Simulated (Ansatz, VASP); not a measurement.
SnTe: VASP beside Ansatz

```
Sn Te
1.0
     3.00807    0.00000    0.00000
    -1.50404    2.60507    0.00000
     0.00000    0.00000   10.90328
Sn Te
2 2
Direct
  0.33333 0.66667 0.06038
  0.66667 0.33333 0.56038
  0.33333 0.66667 0.31562
  0.66667 0.33333 0.81562
```

Alike in both runs: task single point; functional PBE; k mesh 9 × 9 × 5; occupations fermi-dirac, width 0.05 eV; no spin polarisation.

|  | VASP | Ansatz |
| --- | --- | --- |
| version | VASP 6.6.1 | Ansatz 0.2.0 |
| potentials or method | VASP PAW PBE potentials, release 64 (Sn_d, Te), cutoff 520 eV | all-electron LAPW, scalar-relativistic |

Ansatz gave:

* rms of the force components (eV/Å): 0.000

Problem. Estimate VASP's values.

Solution. rms of the force components (eV/Å): 0.007.

Atom by atom the forces differ by 0.007 eV/Å (rms over components). Ansatz ran all-electron here, and VASP with PAW potentials.

Neither program's run includes spin-orbit coupling.
